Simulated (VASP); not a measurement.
Write the native input for VASP 6.6.1 that does the following.

| Property | Result |
| --- | --- |
| Task | single point |
| Functional | RPBE |
| Dispersion | D3(BJ) |
| Potentials or basis | VASP PAW PBE potentials, release 64 (Mg) |
| Cutoff | 520 eV |
| k mesh | 10 × 10 × 5 |
| Occupations | fermi-dirac, width 0.05 eV |
| Spin | no spin polarisation |
| Dipole correction | no |
| Further INCAR settings | ALGO = Fast; EDIFF = 1e-06; NBANDS = 9 |

The structure of Mg lies in POSCAR:

```
Mg
1.0
    3.1659257641      0.0000000000      0.0000000000
   -1.5829628820      2.7417721382      0.0000000000
    0.0000000000      0.0000000000      5.1398819084
Mg
2
Direct
    0.6666666667      0.3333333333      0.7500000000
    0.3333333333      0.6666666667      0.2500000000
```

These files were run (other wordings do the same):

INCAR

```
  PREC = Accurate
  ENCUT = 520
  EDIFF = 1E-6
  ISMEAR = -1
  SIGMA = 0.05
  LREAL = F
  LASPH = T
  NELM = 80
  ALGO = Fast
  ISIF = 2
  LWAVE = F
  LCHARG = T
  GGA = RP
  IVDW = 12
  LELF = T
  LVHAR = T
  NBANDS = 9
```

KPOINTS

```
regular mesh
0
Gamma
  10 10 5
```

Potentials or basis: VASP PAW PBE potentials, release 64 (Mg).

Command:

```sh
$ cat potpaw_PBE.64/Mg/POTCAR > POTCAR
$ mpirun -np 1 vasp_std > vasp.out
```

It gave:

| Property | Result |
| --- | --- |
| Pressure | -12.5 GPa |
| Band gap on the k mesh | zero (band 2 reaches 3.52 eV, above the bottom of band 3 at 1.68 eV) |
| Dispersion energy per atom | -1.333 eV |

Caveat: the PAW data sets were made with another functional, which shifts forces and pressure a little; pairwise dispersion overbinds metals, which lowers pressure and volume.

Run time: 14 s on 1 thread of Intel Xeon 8259CL (shared host), peak memory 0.17 GiB.
